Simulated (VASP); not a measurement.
# AlNi (Cmmm) in VASP: a series of runs

Runs on AlNi. Level: PBEsol. Tasks: single point.

All numbers are computed with VASP 6.6.1; they aren't measurements. Logs are shortened: lines on timing, memory, paths and dates and some standing lists are left out, and cuts for length are marked.

## (1) The cell of the first run

It takes space group Cmmm (No. 65, orthorhombic). Conventional cell: a = 3.877 Å, b = 3.906 Å, c = 3.099 Å, α = 90.00°, β = 90.00°, γ = 90.00°. Within 3.3 Å of Ni (site symmetry mmm) lie 8 Al at 2.48 to 2.49 Å and 6 Ni at 2.75 to 3.10 Å. Al (site symmetry mmm) has 8 Ni at 2.48 to 2.49 Å and 6 Al at 2.75 to 3.10 Å within 3.3 Å.

## (2) Single point, PBEsol, collinear spin, zero start

INCAR reads:

```
PREC     = Accurate       # precision mode
ENCUT    = 520            # plane-wave cutoff, eV
EDIFF    = 1E-6           # SCF threshold, eV
ISMEAR   = -1             # smearing method
SIGMA    = 0.05           # smearing width, eV
LREAL    = False          # projectors in reciprocal space
LASPH    = True           # aspherical terms in the spheres
NELM     = 150            # most SCF steps
ALGO     = Normal         # electronic algorithm
ISIF     = 2              # what is computed and relaxed
LWAVE    = False          # write WAVECAR
LCHARG   = True           # write CHGCAR
ISPIN    = 2              # spin polarisation
MAGMOM   = 0 0            # initial moments
LORBIT   = 11             # projections on sites
NUPDOWN  = 0.0            # fixed moment
LMAXMIX  = 4              # l up to which the mixer works
GGA      = PS             # functional
LELF     = True           # ELF
LVHAR    = True         
NBANDS   = 18             # bands
```

KPOINTS reads:

```
Automatic mesh
0
Gamma
  8 8 7
```

POSCAR reads:

```
AlNi
1.0
    1.9386940000     -1.9531901500      0.0000000000
    1.9386940000      1.9531901500      0.0000000000
    0.0000000000      0.0000000000      3.0994300413
Ni Al
1 1
Direct
    0.5000000000      0.5000000000      0.5000000000
    0.0000000000      0.0000000000      0.0000000000
```

Potentials or basis: VASP PAW PBE potentials, release 64 (Ni, Al).

Command:

```bash
$ cat potpaw_PBE.64/Ni/POTCAR potpaw_PBE.64/Al/POTCAR > POTCAR
$ mpirun -np 1 vasp_std > vasp.out
```

OUTCAR:

```text
PREC = Accurate
   ENCUT = 520
   EDIFF = 1E-6
   ISMEAR = -1
   LREAL = False
   LASPH = True
   NELM = 150
   ISIF = 2
   ISPIN = 2
   LORBIT = 11
   NUPDOWN = 0.0
   GGA = PS

 ion  position               nearest neighbor table
   1  0.500  0.500  0.500-   2 2.48   2 2.48   2 2.48   2 2.48   2 2.49   2 2.49   2 2.49   2 2.49

   2  0.000  0.000  0.000-   1 2.48   1 2.48   1 2.48   1 2.48   1 2.49   1 2.49   1 2.49   1 2.49

  LATTYP: Found a base centered orthorhombic cell.
 ALAT       =     3.8773880000
 B/A-ratio  =     1.0074772759
 C/A-ratio  =     0.7993603017

  Lattice vectors:

 A1 = (   1.9386940000,  -1.9531901500,   0.0000000000)
 A2 = (   1.9386940000,   1.9531901500,   0.0000000000)
 A3 = (   0.0000000000,   0.0000000000,   3.0994300413)

Analysis of symmetry for initial positions (statically):
=====================================================================
 Subroutine PRICEL returns:
 Original cell was already a primitive cell.

 Routine SETGRP: Setting up the symmetry group for a
 base centered orthorhombic supercell.

 Subroutine GETGRP returns: Found  8 space group operations
 (whereof  8 operations were pure point group operations)
 out of a pool of  8 trial point group operations.

The static configuration has the point symmetry D_2h.

Analysis of symmetry for dynamics (positions and initial velocities):
=====================================================================
 Subroutine PRICEL returns:
 Original cell was already a primitive cell.

 Routine SETGRP: Setting up the symmetry group for a
 base centered orthorhombic supercell.

 Subroutine GETGRP returns: Found  8 space group operations
 (whereof  8 operations were pure point group operations)
 out of a pool of  8 trial point group operations.

The dynamic configuration has the point symmetry D_2h.

Analysis of structural, dynamic, and magnetic symmetry:
=====================================================================
 Subroutine PRICEL returns:
 Original cell was already a primitive cell.

 Routine SETGRP: Setting up the symmetry group for a
 base centered orthorhombic supercell.

 Subroutine GETGRP returns: Found  8 space group operations
 (whereof  8 operations were pure point group operations)
 out of a pool of  8 trial point group operations.

The overall configuration has the point symmetry D_2h.

 Subroutine INISYM returns: Found  8 space group operations
 (whereof  8 operations are pure point group operations),
 and found     1 'primitive' translations

----------------------------------------------------------------------------------------

                                     Primitive cell

  volume of cell :      23.4728

  direct lattice vectors                    reciprocal lattice vectors
     1.938694000 -1.953190150  0.000000000     0.257905580 -0.255991461  0.000000000
     1.938694000  1.953190150  0.000000000     0.257905580  0.255991461  0.000000000
     0.000000000  0.000000000  3.099430041     0.000000000  0.000000000  0.322639965

  length of vectors
     2.751996764  2.751996764  3.099430041     0.363382603  0.363382603  0.322639965

  position of ions in fractional coordinates (direct lattice)
     0.500000000  0.500000000  0.500000000
     0.000000000  0.000000000  0.000000000

  ion indices of the primitive-cell ions
   primitive index   ion index
                 1           1
                 2           2

----------------------------------------------------------------------------------------

 KPOINTS: Automatic mesh

Automatic generation of k-mesh.
 Grid dimensions read from file:
 generate k-points for:    8    8    7

 Generating k-lattice:

  Cartesian coordinates                     Fractional coordinates (reciprocal lattice)
     0.032238197 -0.031998933  0.000000000     0.125000000  0.000000000  0.000000000
     0.032238197  0.031998933  0.000000000     0.000000000  0.125000000  0.000000000
     0.000000000  0.000000000  0.046091424     0.000000000  0.000000000  0.142857143

  Length of vectors
     0.045422825  0.045422825  0.046091424

  Shift w.r.t. Gamma in fractional coordinates (k-lattice)
     0.000000000  0.000000000  0.000000000

 Subroutine IBZKPT returns following result:
 ===========================================

 Found     84 irreducible k-points:

 Following reciprocal coordinates:
            Coordinates               Weight
  0.000000  0.000000  0.000000      1.000000
  0.125000  0.000000  0.000000      4.000000
  0.250000  0.000000  0.000000      4.000000
  0.375000  0.000000  0.000000      4.000000
  0.500000  0.000000  0.000000      2.000000
  0.125000  0.125000  0.000000      2.000000
[... 16 lines left out ...]
  0.125000  0.000000  0.142857      8.000000
  0.250000  0.000000  0.142857      8.000000
 [... further k-points ...]
   k-points           NKPTS =     84   k-points in BZ     NKDIM =     84   number of bands    NBANDS=     18
   number of dos      NEDOS =    301   number of ions     NIONS =      2
   total plane-waves  NPLWV =   9600
   dimension x,y,z NGX =    20 NGY =   20 NGZ =   24
   dimension x,y,z NGXF=    40 NGYF=   40 NGZF=   48
   ions per type =               1   1
   NGX,Y,Z   is equivalent  to a cutoff of  12.08, 12.08, 12.87 a.u.
   NGXF,Y,Z  is equivalent  to a cutoff of  24.16, 24.16, 25.75 a.u.
 SYSTEM =  unknown system
   PREC   = accura    normal or accurate (medium, high low for compatibility)
   ISTART =      0    job   : 0-new  1-cont  2-samecut
   ICHARG =      2    charge: 1-file 2-atom 10-const
   ISPIN  =      2    spin polarized calculation?
   LNONCOLLINEAR =      F non collinear calculations
   LSORBIT =      F    spin-orbit coupling
   LASPH  =      T    aspherical Exc in radial PAW
   ENCUT  =  520.0 eV  38.22 Ry    6.18 a.u.   5.12  5.12  5.76*2*pi/ulx,y,z
   NELM   =    150;   NELMIN=  2; NELMDL= -5     # of ELM steps
   EDIFF  = 0.1E-05   stopping-criterion for ELM
   LREAL  =      F    real-space projection
   EDIFFG = 0.1E-04   stopping-criterion for IOM
   NSW    =      0    number of steps for IOM
   IBRION =     -1    ionic relax: 0-MD 1-quasi-New 2-CG
   NFREE  =      0    steps in history (QN), initial steepest desc. (CG)
   ISIF   =      2    stress and relaxation
   ISYM   =      2    0-nonsym 1-usesym 2-fastsym
   POTIM  = 0.5000    time-step for ionic-motion
   TEBEG  =    0.0;   TEEND  =   0.0 temperature during run
   PSTRESS=    0.0 pullay stress
   NELECT =      13.0000    total number of electrons
   NUPDOWN=       0.0000    fix difference up-down
   EMIN   =  10.00;   EMAX   =-10.00  energy-range for DOS
   EFERMI =   0.00;   METHOD = LEGACY
   ISMEAR =    -1;   SIGMA  =   0.05  broadening in eV -4-tet -1-fermi 0-gaus
   EFERMI_NEDOS =   21; number of points for ismear=-14 and -15
   IALGO  =     38    algorithm
   IMIX   =      4    mixing-type and parameters
     AMIX     =   0.40;   BMIX     =  1.00
     AMIX_MAG =   1.60;   BMIX_MAG =  1.00
  volume/ion in A,a.u.               =      11.74        79.20
  Fermi-wavevector in a.u.,A,eV,Ry     =   1.344417  2.540580 24.591955  1.807458
  Thomas-Fermi vector in A             =   2.472413
   LORBIT       =     11    0 simple, 1 ext, 2 COOP (PROOUT), +10 PAW based schemes
   GGA     = PS    functional components
   LHFCALC =     F    Hartree Fock is set to
   AEXX    =    0.0000 exact exchange contribution
   IVDW    =     0    specifies the selected vdW correction
   LEPSILON=     F    determine dielectric tensor
   LRPA    =     F    only Hartree local field effects (RPA)
 spin polarized calculation
  energy-cutoff  :      520.00
  volume of cell :       23.47
 maximum number of plane-waves:       646
   NGX = 11   NGY = 11   NGZ = 11

 number of electron      13.0000021 magnetization       0.0000000

 number of electron      13.0000021 magnetization      -0.0000000

 Free energy of the ion-electron system (eV)
  ---------------------------------------------------
  ext. energy  EPLUGINS =         0.00000000
  ---------------------------------------------------
  free energy    TOTEN  =       -11.53390296 eV

  energy without entropy =      -11.52415107  energy(sigma->0) =      -11.52902702

 E-fermi :  10.1498     XC(G=0): -12.2577

 val. band max:       10.1482313378   @ k =   0.2500   0.0000   0.2857
 cond. band min:      10.2200587101   @ k =   0.5000   0.5000   0.2857
 fundamental gap:      0.0718273723
 Fermi energy:        10.1497544987

 spin component 1

 k-point     1 :       0.0000    0.0000    0.0000
  band No.  band energies     occupation
      1      -1.1359      1.00000
      2       6.7034      1.00000
      3       6.8303      1.00000
      4       8.4634      1.00000
      5       8.4827      1.00000
      6       8.7664      1.00000
[... 10 lines left out ...]
     17      33.5634      0.00000
     18      33.5742      0.00000
[... 463 lines left out ...]
 k-point    24 :       0.2500    0.0000    0.1429
  band No.  band energies     occupation
      1       0.4145      1.00000
      2       6.7365      1.00000
      3       6.9013      1.00000
      4       7.7295      1.00000
      5       8.3883      1.00000
      6       8.4595      1.00000
[... 10 lines left out ...]
     17      30.5516      0.00000
     18      34.2869      0.00000

 [... further k-points ...]

 spin component 2

 k-point     1 :       0.0000    0.0000    0.0000
  band No.  band energies     occupation
      1      -1.1359      1.00000
      2       6.7034      1.00000
      3       6.8303      1.00000
      4       8.4634      1.00000
      5       8.4827      1.00000
      6       8.7664      1.00000
[... 10 lines left out ...]
     17      33.5617      0.00000
     18      33.5682      0.00000
[... 463 lines left out ...]
 k-point    24 :       0.2500    0.0000    0.1429
  band No.  band energies     occupation
      1       0.4145      1.00000
      2       6.7365      1.00000
      3       6.9013      1.00000
      4       7.7295      1.00000
      5       8.3883      1.00000
      6       8.4595      1.00000
[... 10 lines left out ...]
     17      30.5516      0.00000
     18      34.2869      0.00000

 [... further k-points ...]

------------------------ aborting loop because EDIFF is reached ----------------------------------------

  FORCE on cell =-STRESS in cart. coord.  units (eV):
  Direction    XX          YY          ZZ          XY          YZ          ZX
  --------------------------------------------------------------------------------------
  -------------------------------------------------------------------------------------
  Total        0.4355411      0.1984087     -0.4031030      0.0000000      0.0000000      0.0000000
  in kB       29.7285752     13.5427104    -27.5144588      0.0000000      0.0000000      0.0000000
  external PRESSURE =       5.2522756 kB  Pullay stress =       0.0000000 kB

 VOLUME and BASIS-vectors are now :
 -----------------------------------------------------------------------------
  energy-cutoff  :      520.00
  volume of cell :       23.47
      direct lattice vectors                 reciprocal lattice vectors
     1.938694000 -1.953190150  0.000000000     0.257905580 -0.255991461  0.000000000
     1.938694000  1.953190150  0.000000000     0.257905580  0.255991461  0.000000000
     0.000000000  0.000000000  3.099430041     0.000000000  0.000000000  0.322639965

 POSITION                                       TOTAL-FORCE (eV/Angst)
 -----------------------------------------------------------------------------------
      1.93869      0.00000      1.54972         0.000000      0.000000      0.000000
      0.00000      0.00000      0.00000        -0.000000      0.000000      0.000000
 -----------------------------------------------------------------------------------
    total drift:                                0.000000      0.000000      0.000000

  FREE ENERGIE OF THE ION-ELECTRON SYSTEM (eV)
  ---------------------------------------------------
  free  energy   TOTEN  =       -11.5339029559 eV

  energy  without entropy=      -11.5241510747  energy(sigma->0) =      -11.52902702

 total charge

# of ion       s       p       d       tot
------------------------------------------
    1        0.490   0.541   8.474   9.505
    2        0.387   0.423   0.000   0.810
--------------------------------------------------
tot          0.877   0.964   8.474  10.315

 magnetization (x)

# of ion       s       p       d       tot
------------------------------------------
    1       -0.000  -0.000  -0.000  -0.000
    2        0.000   0.000   0.000   0.000
--------------------------------------------------
tot          0.000   0.000  -0.000  -0.000
```

It took 71 s on 1 thread of Intel Xeon 8259CL, shared host; peak memory 0.18 GiB.

What came out:

```yaml
Free_energy: -11.5339 eV
Pressure: 0.5 GPa
Net_moment: 0.00 μB per cell
Valence_electrons_inside_the_program's_atomic_spheres: Ni 9.51; Al 0.81
```

Caveat: the PAW data sets were made with another functional, which shifts forces and pressure a little; the total moment is fixed, so each spin has its own Fermi level.

(Continued in part 2 of 2.)
